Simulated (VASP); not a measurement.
# Hf in VASP: notebook

The runs below take Hf through relaxation of cell and atoms, single point, with BLYP+D3(BJ), r2SCAN, LDA.

Program: VASP 6.6.1. These are calculated values, not measurements. Logs are shortened: lines on timing, memory, paths and dates and some standing lists are left out, and cuts for length are marked.

## Step 1: The cell of the first run

The structure is hexagonal, space group P6_3/mmc (No. 194). The conventional cell has a = 3.197 Å, b = 3.197 Å, c = 5.058 Å, α = 90.00°, β = 90.00°, γ = 120.00°. Within 4.1 Å of Hf (site symmetry -6m2) lie 12 Hf at 3.13 to 3.20 Å.

## Step 2: Relaxation of cell and atoms, BLYP+D3(BJ)

INCAR reads:

```
PREC = Accurate
ENCUT = 600
EDIFF = 1E-6
ISMEAR = -1
SIGMA = 0.05
LREAL = False
LASPH = True
NELM = 80
ALGO = Normal
ISIF = 3
LWAVE = False
LCHARG = False
GGA = B5
ALDAX = 1.0
AGGAX = 1.0
AGGAC = 1.0
ALDAC = 0.0
IVDW = 12
VDW_S6 = 1.0
VDW_S8 = 2.6996
VDW_A1 = 0.4298
VDW_A2 = 4.2359
IBRION = 2
NSW = 60
EDIFFG = -0.01
```

KPOINTS reads:

```
regular mesh
0
Gamma
  10 10 5
```

POSCAR reads:

```
Hf
1.0
    3.1967000000      0.0000000000      0.0000000000
   -1.5983500000      2.7684234083      0.0000000000
    0.0000000000      0.0000000000      5.0578000000
Hf
2
Direct
    0.6666666667      0.3333333333      0.7500000000
    0.3333333333      0.6666666667      0.2500000000
```

Potentials or basis: VASP PAW PBE potentials, release 64 (Hf_pv).

On the command line:

```bash
cat potpaw_PBE.64/Hf_pv/POTCAR > POTCAR
mpirun -np 1 vasp_std > vasp.out
```

OUTCAR:

```text
PREC = Accurate
   ENCUT = 600
   EDIFF = 1E-6
   ISMEAR = -1
   LREAL = False
   LASPH = True
   NELM = 80
   ISIF = 3
   GGA = B5
   IVDW = 12
   IBRION = 2
   NSW = 60
   EDIFFG = -0.01
 IVDW          = 12

 ion  position               nearest neighbor table
   1  0.667  0.333  0.750-   2 3.13   2 3.13   2 3.13   2 3.13   2 3.13   2 3.13
   2  0.333  0.667  0.250-   1 3.13   1 3.13   1 3.13   1 3.13   1 3.13   1 3.13

  LATTYP: Found a hexagonal cell.
 ALAT       =     3.1967000000
 C/A-ratio  =     1.5821941377

  Lattice vectors:

 A1 = (   3.1967000000,   0.0000000000,   0.0000000000)
 A2 = (  -1.5983500000,   2.7684234083,   0.0000000000)
 A3 = (   0.0000000000,   0.0000000000,   5.0578000000)

Analysis of symmetry for initial positions (statically):
=====================================================================
 Subroutine PRICEL returns:
 Original cell was already a primitive cell.

 Routine SETGRP: Setting up the symmetry group for a
 hexagonal supercell.

 Subroutine GETGRP returns: Found 24 space group operations
 (whereof 12 operations were pure point group operations)
 out of a pool of 24 trial point group operations.

The static configuration has the point symmetry D_3d.
 The point group associated with its full space group is D_6h.

Analysis of symmetry for dynamics (positions and initial velocities):
=====================================================================
 Subroutine PRICEL returns:
 Original cell was already a primitive cell.

 Routine SETGRP: Setting up the symmetry group for a
 hexagonal supercell.

 Subroutine GETGRP returns: Found 24 space group operations
 (whereof 12 operations were pure point group operations)
 out of a pool of 24 trial point group operations.

The dynamic configuration has the point symmetry D_3d.
 The point group associated with its full space group is D_6h.

 Subroutine INISYM returns: Found 24 space group operations
 (whereof 12 operations are pure point group operations),
 and found     1 'primitive' translations

----------------------------------------------------------------------------------------

                                     Primitive cell

  volume of cell :      44.7606

  direct lattice vectors                    reciprocal lattice vectors
     3.196700000  0.000000000  0.000000000     0.312822598  0.180608211  0.000000000
    -1.598350000  2.768423408  0.000000000     0.000000000  0.361216423  0.000000000
     0.000000000  0.000000000  5.057800000     0.000000000  0.000000000  0.197714421

  length of vectors
     3.196700000  3.196700000  5.057800000     0.361216423  0.361216423  0.197714421

  position of ions in fractional coordinates (direct lattice)
     0.666666667  0.333333333  0.750000000
     0.333333333  0.666666667  0.250000000

  ion indices of the primitive-cell ions
   primitive index   ion index
                 1           1
                 2           2

----------------------------------------------------------------------------------------

 KPOINTS: regular mesh

Automatic generation of k-mesh.
 Grid dimensions read from file:
 generate k-points for:   10   10    5

 Generating k-lattice:

  Cartesian coordinates                     Fractional coordinates (reciprocal lattice)
     0.031282260  0.018060821  0.000000000     0.100000000 -0.000000000  0.000000000
     0.000000000  0.036121642  0.000000000     0.000000000  0.100000000  0.000000000
     0.000000000  0.000000000  0.039542884     0.000000000  0.000000000  0.200000000

  Length of vectors
     0.036121642  0.036121642  0.039542884

  Shift w.r.t. Gamma in fractional coordinates (k-lattice)
     0.000000000  0.000000000  0.000000000

 Subroutine IBZKPT returns following result:
 ===========================================

 Found     42 irreducible k-points:

 Following reciprocal coordinates:
            Coordinates               Weight
  0.000000  0.000000  0.000000      1.000000
  0.100000  0.000000  0.000000      6.000000
  0.200000  0.000000  0.000000      6.000000
  0.300000  0.000000  0.000000      6.000000
  0.400000  0.000000  0.000000      6.000000
  0.500000  0.000000  0.000000      3.000000
[... 16 lines left out ...]
  0.300000  0.100000  0.200000     24.000000
  0.400000  0.100000  0.200000     24.000000
 [... further k-points ...]
   k-points           NKPTS =     42   k-points in BZ     NKDIM =     42   number of bands    NBANDS=     14
   number of dos      NEDOS =    301   number of ions     NIONS =      2
   total plane-waves  NPLWV =  31360
   dimension x,y,z NGX =    28 NGY =   28 NGZ =   40
   dimension x,y,z NGXF=    56 NGYF=   56 NGZF=   80
   ions per type =               2
   NGX,Y,Z   is equivalent  to a cutoff of  14.56, 14.56, 13.15 a.u.
   NGXF,Y,Z  is equivalent  to a cutoff of  29.12, 29.12, 26.30 a.u.
 SYSTEM =  unknown system
   PREC   = accura    normal or accurate (medium, high low for compatibility)
   ISTART =      0    job   : 0-new  1-cont  2-samecut
   ICHARG =      2    charge: 1-file 2-atom 10-const
   ISPIN  =      1    spin polarized calculation?
   LNONCOLLINEAR =      F non collinear calculations
   LSORBIT =      F    spin-orbit coupling
   LASPH  =      T    aspherical Exc in radial PAW
   ENCUT  =  600.0 eV  44.10 Ry    6.64 a.u.   6.38  6.38 10.10*2*pi/ulx,y,z
   NELM   =     80;   NELMIN=  2; NELMDL= -5     # of ELM steps
   EDIFF  = 0.1E-05   stopping-criterion for ELM
   LREAL  =      F    real-space projection
   EDIFFG = -.1E-01   stopping-criterion for IOM
   NSW    =     60    number of steps for IOM
   IBRION =      2    ionic relax: 0-MD 1-quasi-New 2-CG
   NFREE  =      1    steps in history (QN), initial steepest desc. (CG)
   ISIF   =      3    stress and relaxation
   ISYM   =      2    0-nonsym 1-usesym 2-fastsym
   POTIM  = 0.5000    time-step for ionic-motion
   TEBEG  =    0.0;   TEEND  =   0.0 temperature during run
   PSTRESS=    0.0 pullay stress
   NELECT =      20.0000    total number of electrons
   NUPDOWN=      -1.0000    fix difference up-down
   EMIN   =  10.00;   EMAX   =-10.00  energy-range for DOS
   EFERMI =   0.00;   METHOD = LEGACY
   ISMEAR =    -1;   SIGMA  =   0.05  broadening in eV -4-tet -1-fermi 0-gaus
   EFERMI_NEDOS =   21; number of points for ismear=-14 and -15
   IALGO  =     38    algorithm
   IMIX   =      4    mixing-type and parameters
     AMIX     =   0.40;   BMIX     =  1.00
     AMIX_MAG =   1.60;   BMIX_MAG =  1.00
  volume/ion in A,a.u.               =      22.38       151.03
  Fermi-wavevector in a.u.,A,eV,Ry     =   1.251563  2.365112 21.312311  1.566411
  Thomas-Fermi vector in A             =   2.385505
   LORBIT       =      0    0 simple, 1 ext, 2 COOP (PROOUT), +10 PAW based schemes
   GGA     = B5    functional components
   LHFCALC =     F    Hartree Fock is set to
   AEXX    =    0.0000 exact exchange contribution
   IVDW    =    12    specifies the selected vdW correction
   LEPSILON=     F    determine dielectric tensor
   LRPA    =     F    only Hartree local field effects (RPA)
 conjugate gradient relaxation of ions
 non-spin polarized calculation
  energy-cutoff  :      600.00
  volume of cell :       44.76
 maximum number of plane-waves:      1518
 NGX is ok and might be reduce to    28
   NGX = 13   NGY = 13   NGZ = 21

--------------------------------------- Ionic step        1  -------------------------------------------

 number of electron      20.0000001 magnetization

 Free energy of the ion-electron system (eV)
  ---------------------------------------------------
  ext. energy  EPLUGINS =         0.00000000
  ---------------------------------------------------
  free energy    TOTEN  =       -17.23357787 eV

  energy without entropy =      -17.22321144  energy(sigma->0) =      -17.22839465

------------------------ aborting loop because EDIFF is reached ----------------------------------------

 Edisp (eV)   -2.24940

 E8    (eV) :    -1.8090

  FORCE on cell =-STRESS in cart. coord.  units (eV):
  Direction    XX          YY          ZZ          XY          YZ          ZX
  --------------------------------------------------------------------------------------
  -------------------------------------------------------------------------------------
  Total      -1.39848    -1.39848    -1.47374    -0.00000     0.00000    -0.00000
  in kB     -50.05780   -50.05780   -52.75174    -0.00000     0.00000    -0.00000
  external pressure =      -50.96 kB  Pullay stress =        0.00 kB
[... 101 lines left out ...]
  energy  without entropy=      -19.5088597466  energy(sigma->0) =      -19.51316432

--------------------------------------- Ionic step        4  -------------------------------------------

 number of electron      19.9999998 magnetization

 Free energy of the ion-electron system (eV)
  ---------------------------------------------------
  ext. energy  EPLUGINS =         0.00000000
  ---------------------------------------------------
  free energy    TOTEN  =       -17.15117841 eV

  energy without entropy =      -17.14260176  energy(sigma->0) =      -17.14689009

 E-fermi :   5.7645     XC(G=0): -10.9174

 val. band max:        5.7405274280   @ k =   0.1000   0.0000   0.2000
 cond. band min:       5.7830001350   @ k =   0.0000   0.0000   0.4000
 fundamental gap:      0.0424727070
 Fermi energy:         5.7644844093

 k-point     1 :       0.0000    0.0000    0.0000
  band No.  band energies     occupation
      1     -25.2157      2.00000
      2     -24.3329      2.00000
      3     -24.3329      2.00000
      4     -24.1851      2.00000
      5     -24.1820      2.00000
      6     -24.1820      2.00000
      7      -1.6100      2.00000
      8       1.9507      2.00000
      9       6.8431      0.00000
     10       6.8792      0.00000
     11       6.8792      0.00000
     12       7.1800      0.00000
     13       7.7400      0.00000
     14       7.7400      0.00000
[... 375 lines left out ...]
 k-point    24 :       0.4000    0.1000    0.2000
  band No.  band energies     occupation
      1     -25.0458      2.00000
      2     -24.8948      2.00000
      3     -24.6745      2.00000
      4     -24.5340      2.00000
      5     -24.4197      2.00000
      6     -24.3363      2.00000
      7       2.2604      2.00000
      8       3.1937      2.00000
      9       4.0708      2.00000
     10       4.6627      2.00000
     11       6.3671      0.00001
     12       6.9752      0.00000
     13       7.4825      0.00000
     14      10.6835      0.00000

 [... further k-points ...]

------------------------ aborting loop because EDIFF is reached ----------------------------------------

 Edisp (eV)   -2.36629

 E8    (eV) :    -1.9036

  FORCE on cell =-STRESS in cart. coord.  units (eV):
  Direction    XX          YY          ZZ          XY          YZ          ZX
  --------------------------------------------------------------------------------------
  -------------------------------------------------------------------------------------
  Total       0.00579     0.00579     0.01559     0.00000     0.00000     0.00000
  in kB       0.21766     0.21766     0.58552     0.00000     0.00000     0.00000
  external pressure =        0.34 kB  Pullay stress =        0.00 kB
[... 17 lines left out ...]
  FREE ENERGIE OF THE ION-ELECTRON SYSTEM (eV)
  ---------------------------------------------------
  free  energy   TOTEN  =       -19.5174726603 eV

  energy  without entropy=      -19.5088960105  energy(sigma->0) =      -19.51318434

 reached required accuracy - stopping structural energy minimisation
```

Run time: 4.8 min. Hardware: 1 thread of AMD EPYC 7R43 (Zen 3), shared host; peak memory 0.18 GiB.

Results:

```yaml
Free_energy: -19.5175 eV
Relaxed_volume: 21.33 Å³/atom
Relaxed_cell: a = 3.147 Å, b = 3.147 Å, c = 4.974 Å, α = 90.00°, β = 90.00°, γ = 120.00°
Space_group_after_relaxing_to_0.05_Å: P6_3/mmc (No. 194)
Energy_gained_by_relaxing: 17.2 meV/atom
Ionic_steps: 4
Pressure_after_relaxing: 0.0 GPa
Band_gap_on_the_k_mesh: zero (band 10 reaches 6.88 eV, above the bottom of band 11 at 5.42 eV)
Dispersion_energy_per_atom: -1.183 eV
```

The path:
```tsv
step	energy change (eV)	largest force (eV/Å)	pressure (GPa)	volume (Å³)
1	0.0000	0.0000	-5.10	44.76
2	0.0177	0.0000	7.40	40.31
3	-0.0345	0.0000	-0.08	42.70
4	-0.0345	0.0000	0.03	42.66
```

Final structure:
```
Hf
1.0
     3.14667    0.00000    0.00000
    -1.57333    2.72509    0.00000
     0.00000    0.00000    4.97438
Hf
2
Direct
  0.66667 0.33333 0.75000
  0.33333 0.66667 0.25000
```

Levels at points of the mesh, in eV from the Fermi level:
```tsv
k point	band 6	band 7	band 8	band 9	band 10	band 11	band 12	band 13	band 14
(0.00, 0.00, 0.00)	-29.95	-7.37	-3.81	1.08	1.11	1.11	1.42	1.98	1.98
(0.50, 0.00, 0.00)	-30.05	-3.36	-2.91	-2.35	-0.56	0.71	0.97	1.78	6.04
```

Caveat: the PAW data sets were made with another functional, which shifts forces and pressure a little; spin-orbit coupling is left out, which moves the levels of the heavy elements; pairwise dispersion overbinds metals, which lowers pressure and volume.

## Step 3: Single point, r2SCAN

POSCAR reads:

```
Hf
1.0
    3.1967000000      0.0000000000      0.0000000000
   -1.5983500000      2.7684234083      0.0000000000
    0.0000000000      0.0000000000      5.0578000000
Hf
2
Direct
    0.6707990000      0.3463000000      0.7545060000
    0.3256540000      0.6728700000      0.2466750000
```

INCAR.step1 reads:

```
ALGO = Normal
EDIFF = 1E-4
ENCUT = 520
GGA = PE
ISMEAR = 1
LASPH = True
LCHARG = False
LREAL = False
LWAVE = True
NBANDS = 17
NELM = 60
PREC = Accurate
SIGMA = 0.05
```

INCAR.step2 reads:

```
ALGO = Normal
EDIFF = 1E-6
ENCUT = 520
ISIF = 2
ISMEAR = 1
ISTART = 1
LASPH = True
LCHARG = False
LMIXTAU = True
LREAL = False
LWAVE = False
METAGGA = R2SCAN
NBANDS = 17
NELM = 60
PREC = Accurate
SIGMA = 0.05
```

KPOINTS reads:

```
k-points
0
Gamma
  11 11 6
```

Potentials or basis: VASP PAW PBE potentials, release 64 (Hf_pv).

On the command line:

```bash
cat potpaw_PBE.64/Hf_pv/POTCAR > POTCAR
cp INCAR.step1 INCAR
mpirun -np 1 vasp_std > vasp.out
cp INCAR.step2 INCAR
mpirun -np 1 vasp_std > vasp.out
```

OUTCAR:

```text
EDIFF = 1E-6
   ENCUT = 520
   ISIF = 2
   ISMEAR = 1
   ISTART = 1
   LASPH = True
   LREAL = False
   METAGGA = R2SCAN
   NELM = 60
   PREC = Accurate

 ion  position               nearest neighbor table
   1  0.671  0.346  0.755-   2 3.08   2 3.11   2 3.11   2 3.14   2 3.17   2 3.17
   2  0.326  0.673  0.247-   1 3.08   1 3.11   1 3.11   1 3.14   1 3.17   1 3.17

  LATTYP: Found a hexagonal cell.
 ALAT       =     3.1967000000
 C/A-ratio  =     1.5821941377

  Lattice vectors:
[... 193 lines left out ...]
      4     -26.5303      2.00000
      5     -26.5278      2.00000
      6     -26.5209      2.00000
[... 457 lines left out ...]
      4     -26.7172      2.00000
      5     -26.5973      2.00000
      6     -26.5827      2.00000
[... 9 lines left out ...]
     16       8.7740      0.00000
     17      11.1064      0.00000

 [... further k-points ...]
[... 5 lines left out ...]
  --------------------------------------------------------------------------------------
  -------------------------------------------------------------------------------------
  Total       -0.0386861     -0.1823767     -0.2500070      0.1040108      0.0027125      0.0045016
  in kB       -1.3847436     -6.5280546     -8.9488390      3.7230000      0.0970917      0.1611306
  external PRESSURE =      -5.6205457 kB  Pullay stress =       0.0000000 kB

 VOLUME and BASIS-vectors are now :
 -----------------------------------------------------------------------------
  energy-cutoff  :      520.00
  volume of cell :       44.76
      direct lattice vectors                 reciprocal lattice vectors
     3.196700000  0.000000000  0.000000000     0.312822598  0.180608211  0.000000000
    -1.598350000  2.768423408  0.000000000     0.000000000  0.361216423  0.000000000
     0.000000000  0.000000000  5.057800000     0.000000000  0.000000000  0.197714421

 POSITION                                       TOTAL-FORCE (eV/Angst)
 -----------------------------------------------------------------------------------
      1.59083      0.95871      3.81614        -0.076145     -0.052316     -0.095380
     -0.03446      1.86279      1.24763         0.076145      0.052316      0.095380
 -----------------------------------------------------------------------------------
    total drift:                               -0.000002     -0.000001      0.000000

  FREE ENERGIE OF THE ION-ELECTRON SYSTEM (eV)
  ---------------------------------------------------
  free  energy   TOTEN  =       -90.3001021841 eV

  energy  without entropy=      -90.2999135207  energy(sigma->0) =      -90.30003930
```

Run time: 29 min. Hardware: 1 thread of Oxide Virtual Turin-like, shared host; peak memory 0.32 GiB.

What came out:

* Free energy: -90.3001 eV
* Pressure: -0.6 GPa
* Largest force: 0.133 eV/Å
* Band gap on the k mesh: zero (band 10 reaches 6.14 eV, above the bottom of band 11 at 4.44 eV)

Forces in eV/Å, atoms in the order of the input:
```
Hf  -0.076 -0.052 -0.095
Hf   0.076  0.052  0.095
```

Caveat: the PAW data sets were made with another functional, which shifts forces and pressure a little; spin-orbit coupling is left out, which moves the levels of the heavy elements.

(Continued in part 2 of 2.)
